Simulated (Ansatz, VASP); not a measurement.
## MnO2 in VASP and in Ansatz

```
Mn O
1.0
     2.85658    0.00000    0.00000
    -1.42829    2.47387    0.00000
     0.00000    0.00000    4.60137
Mn O
1 2
Direct
  0.03501 0.00000 0.50000
  0.66667 0.33333 0.29371
  0.33333 0.66667 0.70629
```

Alike in both runs: task single point; functional r2SCAN; k mesh 9 × 9 × 5; collinear spin.

|  | VASP | Ansatz |
| --- | --- | --- |
| version | VASP 6.6.1 | Ansatz 0.2.0 |
| potentials or method | VASP PAW PBE potentials, release 64 (Mn_pv, O), cutoff 520 eV | plane waves, PAW |
| occupations | methfessel-paxton of order 1, width 0.05 eV | cold, width 0.05 eV |
| valence electrons in the cell | 25 | 27 |

|  | VASP | Ansatz | Ansatz less VASP |
| --- | --- | --- | --- |
| rms of the force components (eV/Å) | 0.660 | 0.605 | -0.0544 |
| net moment per atom (μB) | 1.00 | 1.00 | 0.000 |
| size of the moment on the site where the two differ most (μB) | 2.91 | 2.52 | -0.398 |

VASP's potentials were made for PBE, not for r2SCAN. Site moments also hang on the region over which each program counts them. Atom by atom the forces differ by 0.069 eV/Å (rms over components). VASP's potentials hold 25 valence electrons a cell and Ansatz's 27, so a difference there can come from the potentials and not from the codes. Ansatz's warnings: given moment on shells, stability check not made.
